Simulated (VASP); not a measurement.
Write the native input for VASP 6.6.1 that does the following.

```yaml
Task: single point
Functional: r2SCAN
Potentials_or_basis: VASP PAW PBE potentials, release 64 (Si, C)
Cutoff: 520 eV
k_mesh: 12 × 12 × 6
Occupations: gaussian, width 0.05 eV
Spin: no spin polarisation
Dipole_correction: no
Further_INCAR_settings: ALGO = Normal; EDIFF = 1e-06; NBANDS = 16
```

SiC:

```
CELL_PARAMETERS angstrom
3.12132 0.00000 0.00000
-1.56066 2.70314 0.00000
0.00000 0.00000 5.04817
ATOMIC_POSITIONS crystal
Si 0.33333 0.66667 0.00460
Si 0.66667 0.33333 0.50460
C 0.33333 0.66667 0.38040
C 0.66667 0.33333 0.88040
```

This cell differs from its parent crystal: strain +0.0150 x Voigt [1, 1, 0, 0, 0, 0].

One way to write it, as run:

POSCAR

```
SiC
1.0
    3.1213229310      0.0000000000      0.0000000000
   -1.5606614655      2.7031449517      0.0000000000
    0.0000000000      0.0000000000      5.0481668544
Si C
2 2
Direct
    0.3333333333      0.6666666667      0.0046028828
    0.6666666667      0.3333333333      0.5046028828
    0.3333333333      0.6666666667      0.3803971172
    0.6666666667      0.3333333333      0.8803971172
```

INCAR.step1

```
PREC = Accurate
ENCUT = 520
ISMEAR = 0
SIGMA = 0.05
LREAL = False
LASPH = True
NELM = 60
NBANDS = 16
GGA = PE
ALGO = Normal
EDIFF = 1E-4
LWAVE = True
LCHARG = False
```

INCAR.step2

```
PREC = Accurate
ENCUT = 520
EDIFF = 1E-6
ISMEAR = 0
SIGMA = 0.05
LREAL = False
LASPH = True
NELM = 60
ALGO = Normal
ISIF = 2
LWAVE = False
LCHARG = False
METAGGA = R2SCAN
LMIXTAU = True
NBANDS = 16
ISTART = 1
```

KPOINTS

```
Automatic mesh
0
Gamma
  12 12 6
```

Potentials or basis: VASP PAW PBE potentials, release 64 (Si, C).

Run with:

```bash
$ cat potpaw_PBE.64/Si/POTCAR potpaw_PBE.64/C/POTCAR > POTCAR
$ cp INCAR.step1 INCAR
$ mpirun -np 1 vasp_std > vasp.out
$ cp INCAR.step2 INCAR
$ mpirun -np 1 vasp_std > vasp.out
```

Results of the run:

The pressure is -6.5 GPa and the largest force is 0.122 eV/Å. The band gap on the k mesh is 2.76 eV, indirect (least direct gap 4.27 eV).

Caveat: the cell differs from its parent crystal (strain +0.0150 x Voigt [1, 1, 0, 0, 0, 0]); the PAW data sets were made with another functional, which shifts forces and pressure a little.

Wall time 110 s on 1 thread of AMD EPYC 9R45 96-Core Processor (Zen 5), with other jobs on the host, peak memory 0.15 GiB.
